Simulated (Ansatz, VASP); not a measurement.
**TiSi4Ni3: VASP beside Ansatz**

```
CELL_PARAMETERS angstrom
-3.72698 0.00000 0.00000
0.00000 0.00000 -4.75393
0.00000 -5.80962 0.00000
ATOMIC_POSITIONS crystal
Ti 0.50000 0.47221 0.00000
Si 0.00000 0.36088 0.29345
Si 0.00000 0.36088 0.70655
Si 0.50000 0.95166 0.76136
Si 0.50000 0.95166 0.23864
Ni 0.00000 0.92830 0.50000
Ni 0.50000 0.56980 0.50000
Ni 0.00000 0.99862 0.00000
```

Alike in both runs: task single point; functional PBE; k mesh 6 × 6 × 4; occupations gaussian, width 0.2 eV; no spin polarisation.

```csv
,VASP,Ansatz
version,VASP 6.6.1,Ansatz 0.2.0
potentials or method,"VASP PAW PBE potentials, release 64 (Ti_sv, Si, Ni), cutoff 520 eV","scalar-relativistic, plane waves, PAW"
valence electrons in the cell,58,82
```

```tsv
	VASP	Ansatz	Ansatz less VASP
gap on the k mesh at the Fermi level (eV)	none	none	-
pressure (GPa)	0.0	0.0	-0.05
traceless stress, the component that is largest in VASP (GPa)	0.55	0.50	-0.055
rms of the force components (eV/Å)	0.017	0.018	+0.0010
```

Atom by atom the forces differ by 0.005 eV/Å (rms over components). A gap of «none» marks a metal or a gap that the smearing closes. VASP's potentials hold 58 valence electrons a cell and Ansatz's 82, so a difference there can come from the potentials and not from the codes.
